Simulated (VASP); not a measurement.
# KCl (Fm-3m) in VASP: further runs

Aim: see how the results for KCl move with the level of theory and the settings. Levels: PBE, LDA, PBEsol. Tasks: single point.

Everything below comes from runs of VASP 6.6.1. Logs are shortened: lines on timing, memory, paths and dates and some standing lists are left out, and cuts for length are marked.

**1. The cell of the first run**

The structure is cubic, space group Fm-3m (No. 225). The conventional cell has a = 6.290 Å, b = 6.290 Å, c = 6.290 Å, α = 90.00°, β = 90.00°, γ = 90.00°. K (site symmetry m-3m) has 6 Cl at 3.14 Å within 4.1 Å. Within 4.1 Å of Cl (site symmetry m-3m) lie 6 K at 3.14 Å.

**2. Single point, PBE**

Contents of INCAR:

```
SYSTEM = KCl
ALGO = Normal ; EDIFF = 1E-6
ENCUT = 520 ; GGA = PE
ISIF = 2 ; ISMEAR = 0
LASPH = .TRUE. ; LCHARG = .FALSE.
LREAL = .FALSE. ; LWAVE = .FALSE.
NBANDS = 15 ; NELM = 60
PREC = Accurate ; SIGMA = 0.01
```

Contents of KPOINTS:

```
k-points
0
G
  4 4 4
  0 0 0
```

Contents of POSCAR:

```
KCl
1.0
    0.0000000000      3.1448753854      3.1448753854
    3.1448753854      0.0000000000      3.1448753854
    3.1448753854      3.1448753854      0.0000000000
K Cl
1 1
Direct
    0.0000000000      0.0000000000      0.0000000000
    0.5000000000      0.5000000000      0.5000000000
```

Potentials or basis: VASP PAW PBE potentials, release 64 (K_sv, Cl).

Run with:

```console
> cat potpaw_PBE.64/K_sv/POTCAR potpaw_PBE.64/Cl/POTCAR > POTCAR
> mpirun -np 1 vasp_std > vasp.out
```

OUTCAR:

```text
SYSTEM = KCl
   EDIFF = 1E-6
   ENCUT = 520
   GGA = PE
   ISIF = 2
   ISMEAR = 0
   LASPH = .TRUE.
   LREAL = .FALSE.
   NELM = 60
   PREC = Accurate

 ion  position               nearest neighbor table
   1  0.000  0.000  0.000-   2 3.14   2 3.14   2 3.14   2 3.14   2 3.14   2 3.14
   2  0.500  0.500  0.500-   1 3.14   1 3.14   1 3.14   1 3.14   1 3.14   1 3.14

  LATTYP: Found a face centered cubic cell.
 ALAT       =     6.2897507708

  Lattice vectors:

 A1 = (   0.0000000000,   3.1448753854,   3.1448753854)
 A2 = (   3.1448753854,   0.0000000000,   3.1448753854)
 A3 = (   3.1448753854,   3.1448753854,   0.0000000000)

Analysis of symmetry for initial positions (statically):
=====================================================================
 Subroutine PRICEL returns:
 Original cell was already a primitive cell.

 Routine SETGRP: Setting up the symmetry group for a
 face centered cubic supercell.

 Subroutine GETGRP returns: Found 48 space group operations
 (whereof 48 operations were pure point group operations)
 out of a pool of 48 trial point group operations.

The static configuration has the point symmetry O_h .

Analysis of symmetry for dynamics (positions and initial velocities):
=====================================================================
 Subroutine PRICEL returns:
 Original cell was already a primitive cell.

 Routine SETGRP: Setting up the symmetry group for a
 face centered cubic supercell.

 Subroutine GETGRP returns: Found 48 space group operations
 (whereof 48 operations were pure point group operations)
 out of a pool of 48 trial point group operations.

The dynamic configuration has the point symmetry O_h .

 Subroutine INISYM returns: Found 48 space group operations
 (whereof 48 operations are pure point group operations),
 and found     1 'primitive' translations

----------------------------------------------------------------------------------------

                                     Primitive cell

  volume of cell :      62.2072

  direct lattice vectors                    reciprocal lattice vectors
     0.000000000  3.144875385  3.144875385    -0.158988812  0.158988812  0.158988812
     3.144875385  0.000000000  3.144875385     0.158988812 -0.158988812  0.158988812
     3.144875385  3.144875385  0.000000000     0.158988812  0.158988812 -0.158988812

  length of vectors
     4.447525422  4.447525422  4.447525422     0.275376699  0.275376699  0.275376699

  position of ions in fractional coordinates (direct lattice)
     0.000000000  0.000000000  0.000000000
     0.500000000  0.500000000  0.500000000

  ion indices of the primitive-cell ions
   primitive index   ion index
                 1           1
                 2           2

----------------------------------------------------------------------------------------

 KPOINTS: k-points

Automatic generation of k-mesh.
 Grid dimensions read from file:
 generate k-points for:    4    4    4

 Generating k-lattice:

  Cartesian coordinates                     Fractional coordinates (reciprocal lattice)
    -0.039747203  0.039747203  0.039747203     0.250000000  0.000000000  0.000000000
     0.039747203 -0.039747203  0.039747203     0.000000000  0.250000000  0.000000000
     0.039747203  0.039747203 -0.039747203     0.000000000  0.000000000  0.250000000

  Length of vectors
     0.068844175  0.068844175  0.068844175

  Shift w.r.t. Gamma in fractional coordinates (k-lattice)
     0.000000000  0.000000000  0.000000000

 Subroutine IBZKPT returns following result:
 ===========================================

 Found      8 irreducible k-points:

 Following reciprocal coordinates:
            Coordinates               Weight
  0.000000  0.000000  0.000000      1.000000
  0.250000  0.000000  0.000000      8.000000
  0.500000  0.000000  0.000000      4.000000
  0.250000  0.250000  0.000000      6.000000
  0.500000  0.250000  0.000000     24.000000
 -0.250000  0.250000  0.000000     12.000000
  0.500000  0.500000  0.000000      3.000000
 -0.250000  0.500000  0.250000      6.000000
   k-points           NKPTS =      8   k-points in BZ     NKDIM =      8   number of bands    NBANDS=     15
   number of dos      NEDOS =    301   number of ions     NIONS =      2
   total plane-waves  NPLWV =  46656
   dimension x,y,z NGX =    36 NGY =   36 NGZ =   36
   dimension x,y,z NGXF=    72 NGYF=   72 NGZF=   72
   ions per type =               1   1
   NGX,Y,Z   is equivalent  to a cutoff of  13.46, 13.46, 13.46 a.u.
   NGXF,Y,Z  is equivalent  to a cutoff of  26.91, 26.91, 26.91 a.u.
 SYSTEM =  KCl
   PREC   = accura    normal or accurate (medium, high low for compatibility)
   ISTART =      0    job   : 0-new  1-cont  2-samecut
   ICHARG =      2    charge: 1-file 2-atom 10-const
   ISPIN  =      1    spin polarized calculation?
   LNONCOLLINEAR =      F non collinear calculations
   LSORBIT =      F    spin-orbit coupling
   LASPH  =      T    aspherical Exc in radial PAW
   ENCUT  =  520.0 eV  38.22 Ry    6.18 a.u.   8.27  8.27  8.27*2*pi/ulx,y,z
   NELM   =     60;   NELMIN=  2; NELMDL= -5     # of ELM steps
   EDIFF  = 0.1E-05   stopping-criterion for ELM
   LREAL  =      F    real-space projection
   EDIFFG = 0.1E-04   stopping-criterion for IOM
   NSW    =      0    number of steps for IOM
   IBRION =     -1    ionic relax: 0-MD 1-quasi-New 2-CG
   NFREE  =      0    steps in history (QN), initial steepest desc. (CG)
   ISIF   =      2    stress and relaxation
   ISYM   =      2    0-nonsym 1-usesym 2-fastsym
   POTIM  = 0.5000    time-step for ionic-motion
   TEBEG  =    0.0;   TEEND  =   0.0 temperature during run
   PSTRESS=    0.0 pullay stress
   NELECT =      16.0000    total number of electrons
   NUPDOWN=      -1.0000    fix difference up-down
   EMIN   =  10.00;   EMAX   =-10.00  energy-range for DOS
   EFERMI =   0.00;   METHOD = LEGACY
   ISMEAR =     0;   SIGMA  =   0.01  broadening in eV -4-tet -1-fermi 0-gaus
   EFERMI_NEDOS =   21; number of points for ismear=-14 and -15
   IALGO  =     38    algorithm
   IMIX   =      4    mixing-type and parameters
     AMIX     =   0.40;   BMIX     =  1.00
     AMIX_MAG =   1.60;   BMIX_MAG =  1.00
  volume/ion in A,a.u.               =      31.10       209.90
  Fermi-wavevector in a.u.,A,eV,Ry     =   1.041121  1.967434 14.747815  1.083934
  Thomas-Fermi vector in A             =   2.175728
   LORBIT       =      0    0 simple, 1 ext, 2 COOP (PROOUT), +10 PAW based schemes
   GGA     = PE    functional components
   LHFCALC =     F    Hartree Fock is set to
   AEXX    =    0.0000 exact exchange contribution
   IVDW    =     0    specifies the selected vdW correction
   LEPSILON=     F    determine dielectric tensor
   LRPA    =     F    only Hartree local field effects (RPA)
 non-spin polarized calculation
 Gauss-broadening in eV      SIGMA  =   0.01
  energy-cutoff  :      520.00
  volume of cell :       62.21
 maximum number of plane-waves:      1700
 NGX is ok and might be reduce to    36
   NGX = 17   NGY = 17   NGZ = 17

 number of electron      16.0000001 magnetization

 Free energy of the ion-electron system (eV)
  ---------------------------------------------------
  ext. energy  EPLUGINS =         0.00000000
  ---------------------------------------------------
  free energy    TOTEN  =        -6.80321410 eV

  energy without entropy =       -6.80321410  energy(sigma->0) =       -6.80321410

 E-fermi :  -1.6984     XC(G=0):  -7.5452

 val. band max:       -1.8357146551   @ k =   0.0000   0.0000   0.0000
 cond. band min:       3.3562807168   @ k =   0.0000   0.0000   0.0000
 fundamental gap:      5.1919953719
 Fermi energy:        -1.6983516554

 k-point     1 :       0.0000    0.0000    0.0000
  band No.  band energies     occupation
      1     -29.0305      2.00000
      2     -13.9551      2.00000
      3     -12.4913      2.00000
      4     -12.4913      2.00000
      5     -12.4913      2.00000
      6      -1.8357      2.00000
      7      -1.8357      2.00000
      8      -1.8357      2.00000
      9       3.3563      0.00000
     10       6.5456      0.00000
     11       6.5456      0.00000
     12       6.5456      0.00000
     13       7.4230      0.00000
     14       7.4230      0.00000
     15      11.1520      0.00000

 k-point     2 :       0.2500    0.0000    0.0000
  band No.  band energies     occupation
      1     -29.0251      2.00000
      2     -14.0547      2.00000
      3     -12.4960      2.00000
      4     -12.4960      2.00000
      5     -12.3645      2.00000
      6      -2.4238      2.00000
      7      -2.0043      2.00000
      8      -2.0043      2.00000
      9       4.6152      0.00000
     10       6.3340      0.00000
     11       7.2985      0.00000
     12       7.2985      0.00000
     13       8.2232      0.00000
     14       8.2232      0.00000
     15      11.7891      0.00000

 k-point     3 :       0.5000    0.0000    0.0000
  band No.  band energies     occupation
      1     -29.0198      2.00000
      2     -14.1416      2.00000
      3     -12.5007      2.00000
      4     -12.5007      2.00000
      5     -12.2496      2.00000
      6      -2.8921      2.00000
      7      -2.1614      2.00000
      8      -2.1614      2.00000
      9       5.7608      0.00000
     10       6.7723      0.00000
     11       8.6977      0.00000
     12       8.6977      0.00000
     13       9.5809      0.00000
     14       9.5809      0.00000
     15      10.2129      0.00000
[... 55 lines left out ...]
 k-point     7 :       0.5000    0.5000    0.0000
  band No.  band energies     occupation
      1     -29.0167      2.00000
      2     -13.8545      2.00000
      3     -12.6339      2.00000
      4     -12.5472      2.00000
      5     -12.5472      2.00000
      6      -2.4941      2.00000
      7      -2.0595      2.00000
      8      -2.0595      2.00000
      9       4.6963      0.00000
     10       6.5200      0.00000
     11       8.2464      0.00000
     12       8.4060      0.00000
     13       8.7974      0.00000
     14       9.8589      0.00000
     15       9.8589      0.00000

 k-point     8 :      -0.2500    0.5000    0.2500
  band No.  band energies     occupation
      1     -29.0166      2.00000
      2     -13.9510      2.00000
      3     -12.5904      2.00000
      4     -12.5904      2.00000
      5     -12.4016      2.00000
      6      -2.3235      2.00000
      7      -2.3096      2.00000
      8      -2.3096      2.00000
      9       6.2053      0.00000
     10       6.2053      0.00000
     11       7.6390      0.00000
     12       8.0398      0.00000
     13       9.8846      0.00000
     14       9.9131      0.00000
     15      10.2388      0.00000

------------------------ aborting loop because EDIFF is reached ----------------------------------------

  FORCE on cell =-STRESS in cart. coord.  units (eV):
  Direction    XX          YY          ZZ          XY          YZ          ZX
  --------------------------------------------------------------------------------------
  -------------------------------------------------------------------------------------
  Total        0.3176534      0.3176534      0.3176534     -0.0000000     -0.0000000      0.0000000
  in kB        8.1813268      8.1813268      8.1813268     -0.0000000     -0.0000000      0.0000000
  external PRESSURE =       8.1813268 kB  Pullay stress =       0.0000000 kB

 VOLUME and BASIS-vectors are now :
 -----------------------------------------------------------------------------
  energy-cutoff  :      520.00
  volume of cell :       62.21
      direct lattice vectors                 reciprocal lattice vectors
     0.000000000  3.144875385  3.144875385    -0.158988812  0.158988812  0.158988812
     3.144875385  0.000000000  3.144875385     0.158988812 -0.158988812  0.158988812
     3.144875385  3.144875385  0.000000000     0.158988812  0.158988812 -0.158988812

 POSITION                                       TOTAL-FORCE (eV/Angst)
 -----------------------------------------------------------------------------------
      0.00000      0.00000      0.00000        -0.000000      0.000000      0.000000
      3.14488      3.14488      3.14488         0.000000     -0.000000     -0.000000
 -----------------------------------------------------------------------------------
    total drift:                                0.000000      0.000000      0.000000

  FREE ENERGIE OF THE ION-ELECTRON SYSTEM (eV)
  ---------------------------------------------------
  free  energy   TOTEN  =        -6.8032141025 eV

  energy  without entropy=       -6.8032141025  energy(sigma->0) =       -6.80321410
```

Run time: 9.8 s. Hardware: 1 thread of Intel Xeon Platinum 8488C (Sapphire Rapids), shared host; peak memory 0.2 GiB.

Results:

```
Free energy            : -6.8032 eV
Pressure               : 0.8 GPa
Band gap on the k mesh : 5.19 eV
```

Levels at points of the mesh, in eV from the valence-band top:
| k point | band 6 | band 7 | band 8 | band 9 | band 10 | band 11 |
| --- | --- | --- | --- | --- | --- | --- |
| (0.00, 0.00, 0.00) | 0.00 | 0.00 | 0.00 | 5.19 | 8.38 | 8.38 |
| (0.50, 0.00, 0.00) | -1.06 | -0.33 | -0.33 | 7.60 | 8.61 | 10.53 |
| (0.50, 0.50, 0.00) | -0.66 | -0.22 | -0.22 | 6.53 | 8.36 | 10.08 |

Caveat: the k points lie up to 0.43 Å⁻¹ apart.

(Continued in part 2 of 2.)
